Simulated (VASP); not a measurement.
ZrC, 24 atoms in the cell. The cell holds a slab with vacuum, 24 atoms: a = 6.609 Å, b = 6.609 Å, c = 24.962 Å, α = 90.00°, β = 90.00°, γ = 90.00°. 

```yaml
Program: VASP 6.6.1
Task: single point
Functional: PBE
Dispersion: D3(BJ)
Potentials_or_basis: VASP PAW PBE potentials, release 64 (Zr_sv, C)
Cutoff: 520 eV
k_mesh: 3 × 3 × 1
Occupations: gaussian, width 0.1 eV
Spin: no spin polarisation
Dipole_correction: yes
Further_INCAR_settings: ALGO = Normal; EDIFF = 1e-06; NBANDS = 114; NELMDL = -8
```

Potentials or basis: VASP PAW PBE potentials, release 64 (Zr_sv, C).

The run is started by

```sh
$ cat potpaw_PBE.64/Zr_sv/POTCAR potpaw_PBE.64/C/POTCAR > POTCAR
$ mpirun -np 1 vasp_std > vasp.out
```

Hardware: 1 thread of Intel(R) Xeon(R) Platinum 8259CL CPU @ 2.50GHz (Skylake/Cascade Lake), on a shared host.

**Question.** Estimate the wall time of this run.

**Answer.** Run time: 47 min on 1 thread of Intel(R) Xeon(R) Platinum 8259CL CPU @ 2.50GHz (Skylake/Cascade Lake), on a shared host, peak memory 1.1 GiB. Counts: scf iterations 36, k points 5.
